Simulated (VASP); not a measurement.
Input of a VASP 6.6.1 run:

Contents of INCAR:

```
SYSTEM = Lu
ALGO = Normal ; EDIFF = 1E-6
ENCUT = 520 ; GGA = CA
ISIF = 2 ; ISMEAR = -1
LASPH = .True. ; LCHARG = .True.
LELF = .True. ; LREAL = .False.
LVHAR = .True. ; LWAVE = .False.
NBANDS = 32 ; NELM = 80
PREC = Accurate ; SIGMA = 0.02
```

File KPOINTS:

```
k-points
0
Gamma
  7 7 4
  0 0 0
```

POSCAR

```
Lu
1.0
    3.3940622672      0.0000000000      0.0000000000
   -1.6970311336      2.9393441454      0.0000000000
    0.0000000000      0.0000000000      5.2213153134
Lu
2
Direct
    0.3333333333      0.6666666667      0.2500000000
    0.6666666667      0.3333333333      0.7500000000
```

Potentials or basis: VASP PAW PBE potentials, release 64 (Lu).

Run with:

```console
$ cat potpaw_PBE.64/Lu/POTCAR > POTCAR
$ mpirun -np 1 vasp_std > vasp.out
```

(1) Estimate the pressure.

(2) Estimate the band gap on the k mesh.

Results:

(1) 0.2 GPa.

(2) zero (band 25 reaches 3.69 eV, above the bottom of band 26 at 1.72 eV).

Caveat: the PAW data sets were made with another functional, which shifts forces and pressure a little; spin-orbit coupling is left out, which moves the levels of the heavy elements.
